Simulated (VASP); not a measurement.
# Na (Fd-3m) in VASP: further runs

The runs below take Na through single point, relaxation of cell and atoms, with PBE.

Program: VASP 6.6.1. These are calculated values, not measurements. Logs are shortened: lines on timing, memory, paths and dates and some standing lists are left out, and cuts for length are marked.

## Step 1: The cell of the first run

The structure is cubic, space group Fd-3m (No. 227). The conventional cell has a = 6.876 Å, b = 6.876 Å, c = 6.876 Å, α = 90.00°, β = 90.00°, γ = 90.00°. Within 3.9 Å of Na (site symmetry -43m) lie 4 Na at 2.98 Å.

## Step 2: Single point, PBE

INCAR reads:

```
ALGO     = Normal         # electronic algorithm
EDIFF    = 1E-6           # SCF threshold, eV
ENCUT    = 520            # plane-wave cutoff, eV
GGA      = PE             # functional
ISIF     = 2              # what is computed and relaxed
ISMEAR   = -1             # smearing method
LASPH    = True           # aspherical terms in the spheres
LCHARG   = False          # write CHGCAR
LREAL    = False          # projectors in reciprocal space
LWAVE    = False          # write WAVECAR
NBANDS   = 14             # bands
NELM     = 60             # most SCF steps
PREC     = Accurate       # precision mode
SIGMA    = 0.08           # smearing width, eV
```

KPOINTS reads:

```
k-points
0
Gamma
  10 10 10
```

POSCAR reads:

```
Na
1.0
    0.0000000000      3.4380975180      3.4380975180
    3.4380975180      0.0000000000      3.4380975180
    3.4380975180      3.4380975180      0.0000000000
Na
2
Direct
   -0.1250000000     -0.1250000000     -0.1250000000
    0.1250000000      0.1250000000      0.1250000000
```

Potentials or basis: VASP PAW PBE potentials, release 64 (Na_pv).

The run is started by

```sh
$ cat potpaw_PBE.64/Na_pv/POTCAR > POTCAR
$ mpirun -np 1 vasp_std > vasp.out
```

OUTCAR:

```text
EDIFF = 1E-6
   ENCUT = 520
   GGA = PE
   ISIF = 2
   ISMEAR = -1
   LASPH = True
   LREAL = False
   NELM = 60
   PREC = Accurate

 ion  position               nearest neighbor table
   1  0.875  0.875  0.875-
   2  0.125  0.125  0.125-

  LATTYP: Found a face centered cubic cell.
 ALAT       =     6.8761950360

  Lattice vectors:

 A1 = (   0.0000000000,   3.4380975180,   3.4380975180)
 A2 = (   3.4380975180,   0.0000000000,   3.4380975180)
 A3 = (   3.4380975180,   3.4380975180,   0.0000000000)

Analysis of symmetry for initial positions (statically):
=====================================================================
 Subroutine PRICEL returns:
 Original cell was already a primitive cell.

 Routine SETGRP: Setting up the symmetry group for a
 face centered cubic supercell.

 Subroutine GETGRP returns: Found 48 space group operations
 (whereof 12 operations were pure point group operations)
 out of a pool of 48 trial point group operations.

The static configuration has the point symmetry D_3d.
 The point group associated with its full space group is O_h .

Analysis of symmetry for dynamics (positions and initial velocities):
=====================================================================
 Subroutine PRICEL returns:
 Original cell was already a primitive cell.

 Routine SETGRP: Setting up the symmetry group for a
 face centered cubic supercell.

 Subroutine GETGRP returns: Found 48 space group operations
 (whereof 12 operations were pure point group operations)
 out of a pool of 48 trial point group operations.

The dynamic configuration has the point symmetry D_3d.
 The point group associated with its full space group is O_h .

 Subroutine INISYM returns: Found 48 space group operations
 (whereof 12 operations are pure point group operations),
 and found     1 'primitive' translations

----------------------------------------------------------------------------------------

                                     Primitive cell

  volume of cell :      81.2802

  direct lattice vectors                    reciprocal lattice vectors
     0.000000000  3.438097518  3.438097518    -0.145429266  0.145429266  0.145429266
     3.438097518  0.000000000  3.438097518     0.145429266 -0.145429266  0.145429266
     3.438097518  3.438097518  0.000000000     0.145429266  0.145429266 -0.145429266

  length of vectors
     4.862204139  4.862204139  4.862204139     0.251890878  0.251890878  0.251890878

  position of ions in fractional coordinates (direct lattice)
     0.875000000  0.875000000  0.875000000
     0.125000000  0.125000000  0.125000000

  ion indices of the primitive-cell ions
   primitive index   ion index
                 1           1
                 2           2

----------------------------------------------------------------------------------------

 KPOINTS: k-points

Automatic generation of k-mesh.
 Grid dimensions read from file:
 generate k-points for:   10   10   10

 Generating k-lattice:

  Cartesian coordinates                     Fractional coordinates (reciprocal lattice)
    -0.014542927  0.014542927  0.014542927     0.100000000  0.000000000  0.000000000
     0.014542927 -0.014542927  0.014542927     0.000000000  0.100000000  0.000000000
     0.014542927  0.014542927 -0.014542927     0.000000000  0.000000000  0.100000000

  Length of vectors
     0.025189088  0.025189088  0.025189088

  Shift w.r.t. Gamma in fractional coordinates (k-lattice)
     0.000000000  0.000000000  0.000000000

 Subroutine IBZKPT returns following result:
 ===========================================

 Found     47 irreducible k-points:

 Following reciprocal coordinates:
            Coordinates               Weight
  0.000000  0.000000  0.000000      1.000000
  0.100000  0.000000  0.000000      8.000000
  0.200000  0.000000  0.000000      8.000000
  0.300000  0.000000  0.000000      8.000000
  0.400000  0.000000  0.000000      8.000000
  0.500000  0.000000  0.000000      4.000000
[... 16 lines left out ...]
  0.300000  0.300000  0.000000      6.000000
  0.400000  0.300000  0.000000     24.000000
 [... further k-points ...]
   k-points           NKPTS =     47   k-points in BZ     NKDIM =     47   number of bands    NBANDS=     14
   number of dos      NEDOS =    301   number of ions     NIONS =      2
   total plane-waves  NPLWV =  46656
   dimension x,y,z NGX =    36 NGY =   36 NGZ =   36
   dimension x,y,z NGXF=    72 NGYF=   72 NGZF=   72
   ions per type =               2
   NGX,Y,Z   is equivalent  to a cutoff of  12.31, 12.31, 12.31 a.u.
   NGXF,Y,Z  is equivalent  to a cutoff of  24.62, 24.62, 24.62 a.u.
 SYSTEM =  unknown system
   PREC   = accura    normal or accurate (medium, high low for compatibility)
   ISTART =      0    job   : 0-new  1-cont  2-samecut
   ICHARG =      2    charge: 1-file 2-atom 10-const
   ISPIN  =      1    spin polarized calculation?
   LNONCOLLINEAR =      F non collinear calculations
   LSORBIT =      F    spin-orbit coupling
   LASPH  =      T    aspherical Exc in radial PAW
   ENCUT  =  520.0 eV  38.22 Ry    6.18 a.u.   9.04  9.04  9.04*2*pi/ulx,y,z
   NELM   =     60;   NELMIN=  2; NELMDL= -5     # of ELM steps
   EDIFF  = 0.1E-05   stopping-criterion for ELM
   LREAL  =      F    real-space projection
   EDIFFG = 0.1E-04   stopping-criterion for IOM
   NSW    =      0    number of steps for IOM
   IBRION =     -1    ionic relax: 0-MD 1-quasi-New 2-CG
   NFREE  =      0    steps in history (QN), initial steepest desc. (CG)
   ISIF   =      2    stress and relaxation
   ISYM   =      2    0-nonsym 1-usesym 2-fastsym
   POTIM  = 0.5000    time-step for ionic-motion
   TEBEG  =    0.0;   TEEND  =   0.0 temperature during run
   PSTRESS=    0.0 pullay stress
   NELECT =      14.0000    total number of electrons
   NUPDOWN=      -1.0000    fix difference up-down
   EMIN   =  10.00;   EMAX   =-10.00  energy-range for DOS
   EFERMI =   0.00;   METHOD = LEGACY
   ISMEAR =    -1;   SIGMA  =   0.08  broadening in eV -4-tet -1-fermi 0-gaus
   EFERMI_NEDOS =   21; number of points for ismear=-14 and -15
   IALGO  =     38    algorithm
   IMIX   =      4    mixing-type and parameters
     AMIX     =   0.40;   BMIX     =  1.00
     AMIX_MAG =   1.60;   BMIX_MAG =  1.00
  volume/ion in A,a.u.               =      40.64       274.25
  Fermi-wavevector in a.u.,A,eV,Ry     =   0.910869  1.721293 11.288517  0.829683
  Thomas-Fermi vector in A             =   2.035082
   LORBIT       =      0    0 simple, 1 ext, 2 COOP (PROOUT), +10 PAW based schemes
   GGA     = PE    functional components
   LHFCALC =     F    Hartree Fock is set to
   AEXX    =    0.0000 exact exchange contribution
   IVDW    =     0    specifies the selected vdW correction
   LEPSILON=     F    determine dielectric tensor
   LRPA    =     F    only Hartree local field effects (RPA)
 non-spin polarized calculation
  energy-cutoff  :      520.00
  volume of cell :       81.28
 maximum number of plane-waves:      2206
   NGX = 19   NGY = 19   NGZ = 19

 number of electron      13.9999990 magnetization

 Free energy of the ion-electron system (eV)
  ---------------------------------------------------
  ext. energy  EPLUGINS =         0.00000000
  ---------------------------------------------------
  free energy    TOTEN  =        -1.86025417 eV

  energy without entropy =       -1.83999958  energy(sigma->0) =       -1.85012688

 E-fermi :   0.1314     XC(G=0):  -6.2112

 val. band max:        0.1058329933   @ k =  -0.4000   0.2000   0.0000
 cond. band min:       0.1655503264   @ k =  -0.3000   0.4000   0.1000
 fundamental gap:      0.0597173331
 Fermi energy:         0.1314351894

 k-point     1 :       0.0000    0.0000    0.0000
  band No.  band energies     occupation
      1     -25.3772      2.00000
      2     -25.3772      2.00000
      3     -25.3772      2.00000
      4     -25.2986      2.00000
      5     -25.2986      2.00000
      6     -25.2986      2.00000
      7      -2.9955      2.00000
      8       5.6507      0.00000
      9       5.6507      0.00000
     10       5.6507      0.00000
     11       5.8877      0.00000
     12       5.8877      0.00000
     13       5.8877      0.00000
     14       8.1276      0.00000

 k-point     2 :       0.1000    0.0000    0.0000
  band No.  band energies     occupation
      1     -25.3782      2.00000
      2     -25.3782      2.00000
      3     -25.3772      2.00000
      4     -25.2989      2.00000
      5     -25.2977      2.00000
      6     -25.2977      2.00000
      7      -2.8972      2.00000
      8       4.4223      0.00000
      9       5.2790      0.00000
     10       5.2790      0.00000
     11       6.3736      0.00000
     12       6.4017      0.00000
     13       6.4017      0.00000
     14       7.6505      0.00000

 k-point     3 :       0.2000    0.0000    0.0000
  band No.  band energies     occupation
      1     -25.3806      2.00000
      2     -25.3806      2.00000
      3     -25.3772      2.00000
      4     -25.2998      2.00000
      5     -25.2954      2.00000
      6     -25.2954      2.00000
      7      -2.6036      2.00000
      8       2.9878      0.00000
      9       4.9709      0.00000
     10       4.9709      0.00000
     11       6.3243      0.00000
     12       6.6371      0.00000
     13       6.6371      0.00000
     14       7.4274      0.00000

 k-point     4 :       0.3000    0.0000    0.0000
  band No.  band energies     occupation
      1     -25.3835      2.00000
      2     -25.3835      2.00000
      3     -25.3773      2.00000
      4     -25.3007      2.00000
      5     -25.2927      2.00000
      6     -25.2927      2.00000
      7      -2.1184      2.00000
      8       1.6504      0.00000
      9       4.8213      0.00000
     10       4.8213      0.00000
     11       6.0399      0.00000
     12       6.0399      0.00000
     13       6.2529      0.00000
     14       7.4777      0.00000

 k-point     5 :       0.4000    0.0000    0.0000
  band No.  band energies     occupation
      1     -25.3856      2.00000
      2     -25.3856      2.00000
      3     -25.3773      2.00000
      4     -25.3015      2.00000
      5     -25.2906      2.00000
      6     -25.2906      2.00000
      7      -1.4491      2.00000
      8       0.4621      0.03157
      9       4.8179      0.00000
     10       4.8179      0.00000
     11       5.5498      0.00000
[... 276 lines left out ...]
 k-point    22 :      -0.2000    0.2000    0.0000
  band No.  band energies     occupation
      1     -25.3901      2.00000
      2     -25.3836      2.00000
      3     -25.3705      2.00000
      4     -25.3071      2.00000
      5     -25.2925      2.00000
      6     -25.2869      2.00000
      7      -1.9569      2.00000
      8       2.3884      0.00000
      9       2.4081      0.00000
     10       4.9498      0.00000
     11       5.7859      0.00000
     12       6.7377      0.00000
     13       6.8116      0.00000
     14       7.5802      0.00000

 k-point    23 :       0.3000    0.3000    0.0000
  band No.  band energies     occupation
      1     -25.3901      2.00000
      2     -25.3901      2.00000
      3     -25.3620      2.00000
      4     -25.3160      2.00000
      5     -25.2865      2.00000
      6     -25.2865      2.00000
      7      -1.8270      2.00000
      8       3.0909      0.00000
      9       3.4148      0.00000
     10       3.4148      0.00000
     11       4.1192      0.00000
     12       4.1257      0.00000
     13       9.3219      0.00000
     14       9.5922      0.00000

 k-point    24 :       0.4000    0.3000    0.0000
  band No.  band energies     occupation
      1     -25.3929      2.00000
      2     -25.3921      2.00000
      3     -25.3574      2.00000
      4     -25.3210      2.00000
      5     -25.2845      2.00000
      6     -25.2840      2.00000
      7      -1.3472      2.00000
      8       2.2874      0.00000
      9       2.4419      0.00000
     10       3.2746      0.00000
     11       3.9650      0.00000
     12       4.8512      0.00000
     13       8.9390      0.00000
     14       9.7973      0.00000

 [... further k-points ...]
[... 5 lines left out ...]
  --------------------------------------------------------------------------------------
  -------------------------------------------------------------------------------------
  Total        0.7017494      0.7017494      0.7017494     -0.0000000     -0.0000000      0.0000000
  in kB       13.8327346     13.8327346     13.8327346     -0.0000000     -0.0000000      0.0000000
  external PRESSURE =      13.8327346 kB  Pullay stress =       0.0000000 kB

 VOLUME and BASIS-vectors are now :
 -----------------------------------------------------------------------------
  energy-cutoff  :      520.00
  volume of cell :       81.28
      direct lattice vectors                 reciprocal lattice vectors
     0.000000000  3.438097518  3.438097518    -0.145429266  0.145429266  0.145429266
     3.438097518  0.000000000  3.438097518     0.145429266 -0.145429266  0.145429266
     3.438097518  3.438097518  0.000000000     0.145429266  0.145429266 -0.145429266

 POSITION                                       TOTAL-FORCE (eV/Angst)
 -----------------------------------------------------------------------------------
      6.01667      6.01667      6.01667        -0.000000     -0.000000     -0.000000
      0.85952      0.85952      0.85952         0.000000      0.000000      0.000000
 -----------------------------------------------------------------------------------
    total drift:                                0.000000      0.000000      0.000000

  FREE ENERGIE OF THE ION-ELECTRON SYSTEM (eV)
  ---------------------------------------------------
  free  energy   TOTEN  =        -1.8602541740 eV

  energy  without entropy=       -1.8399995839  energy(sigma->0) =       -1.85012688
```

Run time: 11 s. Hardware: 1 thread of Intel Xeon 6975P-C (Granite Rapids), shared host; peak memory 0.2 GiB.

Results:

```yaml
Free_energy: -1.8603 eV
Pressure: 1.4 GPa
Band_gap_on_the_k_mesh: zero (band 7 reaches 0.67 eV, above the bottom of band 8 at -0.43 eV)
```

## Step 3: Relaxation of cell and atoms, PBE, target pressure 1.4 GPa, at which the enthalpy is minimised

This run uses another cell than the first one, of 38.31 Å³/atom, 0.943 times its volume.

INCAR reads:

```
PREC = Accurate
ENCUT = 600
EDIFF = 1E-7
ISMEAR = -1
SIGMA = 0.08
LREAL = False
LASPH = True
NELM = 100
ALGO = Normal
ISIF = 3
LWAVE = False
LCHARG = False
GGA = PE
IBRION = 2
NSW = 60
EDIFFG = -0.005
PSTRESS = 14.0
```

KPOINTS reads:

```
Automatic mesh
0
Gamma
  10 10 10
```

POSCAR reads:

```
Na
1.0
    0.0000000000      3.3711994955      3.3711994955
    3.3711994955      0.0000000000      3.3711994955
    3.3711994955      3.3711994955      0.0000000000
Na
2
Direct
   -0.1250000000     -0.1250000000     -0.1250000000
    0.1250000000      0.1250000000      0.1250000000
```

Potentials or basis: VASP PAW PBE potentials, release 64 (Na_pv).

The run is started by

```sh
$ cat potpaw_PBE.64/Na_pv/POTCAR > POTCAR
$ mpirun -np 1 vasp_std > vasp.out
```

Run time: 42 s. Hardware: 1 thread of Intel Xeon 6975P-C (Granite Rapids), shared host; peak memory 0.24 GiB.

Results (log left out):

- Free energy: -1.8631 eV
- Relaxed volume: 40.81 Å³/atom
- Relaxed cell: a = 4.869 Å, b = 4.869 Å, c = 4.869 Å, α = 60.00°, β = 60.00°, γ = 60.00°
- Space group after relaxing (to 0.05 Å): Fd-3m (No. 227)
- Energy change on relaxing (the enthalpy is what falls): -25.4 meV/atom
- Ionic steps: 3
- Pressure after relaxing: 1.4 GPa
- Band gap on the k mesh: zero (band 7 reaches 0.65 eV, above the bottom of band 8 at -0.44 eV)

Step by step:
| step | energy change (eV) | largest force (eV/Å) | pressure (GPa) | volume (Å³) |
| --- | --- | --- | --- | --- |
| 1 | 0.0000 | 0.0000 | 1.88 | 76.63 |
| 2 | -0.0146 | 0.0000 | 1.75 | 77.92 |
| 3 | -0.0508 | 0.0000 | 1.41 | 81.62 |

Final structure:
```
Na
1.0
     0.00000    3.44288    3.44288
     3.44288    0.00000    3.44288
     3.44288    3.44288    0.00000
Na
2
Direct
  0.87500 0.87500 0.87500
  0.12500 0.12500 0.12500
```

Levels at points of the mesh, in eV from the Fermi level:
| k point | band 5 | band 6 | band 7 | band 8 | band 9 | band 10 |
| --- | --- | --- | --- | --- | --- | --- |
| (0.00, 0.00, 0.00) | -25.43 | -25.43 | -3.12 | 5.50 | 5.50 | 5.50 |
| (0.50, 0.00, 0.00) | -25.42 | -25.42 | -0.86 | -0.56 | 4.73 | 4.73 |
| (0.50, 0.50, 0.00) | -25.41 | -25.41 | 0.06 | 0.06 | 2.83 | 2.83 |

Caveat: the cell is relaxed towards a set pressure, so the enthalpy falls and the energy may rise.

## Step 4: Relaxation of cell and atoms, PBE, target pressure 1.4 GPa, at which the enthalpy is minimised

INCAR: that of step 3 with these lines changed.

```diff
@@ -2,3 +2,3 @@
 ENCUT = 600
-EDIFF = 1E-7
+EDIFF = 1E-6
 ISMEAR = -1
@@ -14,3 +14,3 @@
 IBRION = 2
-NSW = 60
+NSW = 32
 EDIFFG = -0.005
```

KPOINTS reads:

```
regular mesh
0
Gamma
  10 10 10
```

POSCAR reads:

```
Na
1.0
    0.0000000000      3.4380975180      3.4380975180
    3.4380975180      0.0000000000      3.4380975180
    3.4380975180      3.4380975180      0.0000000000
Na
2
Direct
   -0.1250000000     -0.1250000000     -0.1250000000
    0.1250000000      0.1250000000      0.1250000000
```

The run is started by

```sh
$ cat potpaw_PBE.64/Na_pv/POTCAR > POTCAR
$ mpirun -np 1 vasp_std > vasp.out
```

It took 16 s on 1 thread of Intel Xeon 6975P-C (Granite Rapids), shared host; peak memory 0.22 GiB.

Results (log left out):

* Free energy: -1.8602 eV
* Pressure after relaxing: 1.4 GPa
* Band gap on the k mesh: zero (band 7 reaches 0.67 eV, above the bottom of band 8 at -0.43 eV)

Final structure:
```xyz
2
Lattice="0.0000 3.4381 3.4381 3.4381 0.0000 3.4381 3.4381 3.4381 0.0000" Properties=species:S:1:pos:R:3 pbc="T T T"
Na    6.0167    6.0167    6.0167
Na    0.8595    0.8595    0.8595
```

Levels at points of the mesh, in eV from the Fermi level:
```csv
k point,band 4,band 5,band 6,band 7,band 8,band 9,band 10,band 11
"(0.00, 0.00, 0.00)",-25.43,-25.43,-25.43,-3.13,5.52,5.52,5.52,5.76
"(0.50, 0.00, 0.00)",-25.43,-25.42,-25.42,-0.86,-0.56,4.74,4.74,5.20
"(0.50, 0.50, 0.00)",-25.47,-25.41,-25.41,0.06,0.06,2.84,2.84,3.49
```

Caveat: the relaxation stopped at its first step, so nothing moved; the cell is relaxed towards a set pressure, so the enthalpy falls and the energy may rise.

## Step 5: The runs side by side

| task | cell | cutoff (eV) | gap on the mesh (eV) | pressure (GPa) |
| --- | --- | --- | --- | --- |
| single point | a = 4.862 Å, angles 60.0°, 2 atoms | 520 | none | 1.4 |
| relaxation of cell and atoms | relaxed to 1.4 GPa from a = 4.768 Å, angles 60.0°, 2 atoms | 600 | none | 1.4 |
| relaxation of cell and atoms | relaxed to 1.4 GPa from a = 4.862 Å, angles 60.0°, 2 atoms | 600 | none | 1.4 |

Alike in all rows: level PBE; potentials or basis VASP PAW PBE potentials, release 64 (Na_pv); no spin polarisation; k mesh 10 × 10 × 10; smearing fermi-dirac 0.08 eV.

Caveats: the cell is relaxed towards a set pressure, so the enthalpy falls and the energy may rise (some runs); the relaxation stopped at its first step, so nothing moved (some runs).

Total energies depend on the potentials used, so only differences within one code and one set of settings carry meaning.
